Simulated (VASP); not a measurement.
BaTe: electric field gradients with PBEsol

Crystal: BaTe.

```
Ba Te
1.0
     0.00000    3.34039    3.34039
     3.34039    0.00000    3.34039
     3.34039    3.34039    0.00000
Ba Te
1 1
Direct
  0.00000 0.00000 0.00000
  0.50000 0.50000 0.50000
```

- Program: VASP 6.6.1
- Task: electric field gradients
- Functional: PBEsol
- Potentials or basis: VASP PAW PBE potentials, release 64 (Ba_sv, Te)
- Cutoff: 520 eV
- k mesh: 10 × 10 × 10
- Occupations: fermi-dirac, width 0.05 eV
- Spin: no spin polarisation
- Dipole correction: no
- Further INCAR settings: ALGO = Normal; EDIFF = 1e-08; NBANDS = 15

| Item | Value |
| --- | --- |
| Pressure | 5.3 GPa |
| Band gap on the k mesh | 1.06 eV (least direct gap 1.43 eV) |
| Largest electric field gradient by atom | zero within the noise of the run |

Levels at points of the mesh, in eV from the valence-band top:
```tsv
k point	band 5	band 6	band 7	band 8	band 9	band 10	band 11	band 12
(0.00, 0.00, 0.00)	-9.93	0.00	0.00	0.00	2.72	2.72	2.72	3.33
(0.50, 0.00, 0.00)	-8.67	-2.71	-1.47	-1.47	4.25	5.02	5.11	5.11
(0.50, 0.50, 0.00)	-9.68	-1.16	-0.37	-0.37	1.06	4.62	5.18	6.18
```

It took 34 s on 1 thread of Intel(R) Xeon(R) Platinum 8488C (Sapphire Rapids), on a shared host, peak memory 0.23 GiB.

Caveat: the cell stands under pressure; the PAW data sets were made with another functional, which shifts forces and pressure a little; spin-orbit coupling is left out, which moves the levels of the heavy elements. A k mesh can miss the band edges.
